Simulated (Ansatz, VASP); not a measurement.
NaH in VASP and in Ansatz

```
Na H
1.0
     3.69521    0.00000    0.00000
    -1.84761    3.20015    0.00000
     0.00000    0.00000   11.70769
Na H
4 4
Direct
  0.00000 0.00000 0.99664
  0.33333 0.66667 0.24850
  0.00000 0.00000 0.49664
  0.66667 0.33333 0.74850
  0.00000 0.00000 0.19033
  0.33333 0.66667 0.43952
  0.00000 0.00000 0.69033
  0.66667 0.33333 0.93952
```

Alike in both runs: task single point; functional r2SCAN; dispersion rVV10; k mesh 12 × 12 × 4; occupations fermi-dirac, width 0.03 eV; no spin polarisation.

|  | VASP | Ansatz |
| --- | --- | --- |
| version | VASP 6.6.1 | Ansatz 0.2.0 |
| potentials or method | VASP PAW PBE potentials, release 64 (Na_pv, H) | plane waves, PAW |
| plane-wave cutoff (eV) | 520 | 500 |
| valence electrons in the cell | 32 | 40 |

|  | VASP | Ansatz | Ansatz less VASP |
| --- | --- | --- | --- |
| gap on the k mesh at the Fermi level (eV) | 4.14 | 4.14 | 0.000 |
| pressure (GPa) | -0.2 | 0.0 | +0.13 |

VASP's potentials were made for PBE, not for r2SCAN. VASP's potentials hold 32 valence electrons a cell and Ansatz's 40, so a difference there can come from the potentials and not from the codes.
